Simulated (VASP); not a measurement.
A run of VASP 6.6.1 is set up as follows.

File INCAR:

```
AGGAC = 1.0
AGGAX = 1.0
ALDAC = 0.0
ALDAX = 1.0
ALGO = Normal
EDIFF = 1E-6
ENCUT = 520
GGA = B5
ISIF = 2
ISMEAR = -1
IVDW = 12
LASPH = True
LCHARG = False
LREAL = False
LWAVE = False
NBANDS = 46
NELM = 80
PREC = Accurate
SIGMA = 0.05
VDW_A1 = 0.4298
VDW_A2 = 4.2359
VDW_S6 = 1.0
VDW_S8 = 2.6996
```

File KPOINTS:

```
k-points
0
Gamma
  6 6 5
```

Contents of POSCAR:

```
TiO2
1.0
    5.3122854319      0.0000000000      0.0000000000
   -2.6561427159      4.6005741361      0.0000000000
    0.0000000000      0.0000000000      5.8295127962
Ti O
3 6
Direct
    0.4419875636      0.0000000000      0.3333333333
    0.0000000000      0.4419875636      0.6666666667
    0.5580124364      0.5580124364      0.0000000000
    0.5961438576      0.9027686744      0.0925022465
    0.6933751832      0.0972313256      0.5741644201
    0.3066248168      0.4038561424      0.7591689132
    0.9027686744      0.5961438576      0.9074977535
    0.0972313256      0.6933751832      0.4258355799
    0.4038561424      0.3066248168      0.2408310868
```

Potentials or basis: VASP PAW PBE potentials, release 64 (Ti_sv, O).

The run is started by

```bash
$ cat potpaw_PBE.64/Ti_sv/POTCAR potpaw_PBE.64/O/POTCAR > POTCAR
$ mpirun -np 1 vasp_std > vasp.out
```

(1) What does it give for the band gap on the k mesh?

(2) Estimate the pressure.

## Answers

(1) 3.54 eV (least direct gap 3.69 eV).

(2) 1.0 GPa.

Caveat: the PAW data sets were made with another functional, which shifts forces and pressure a little.
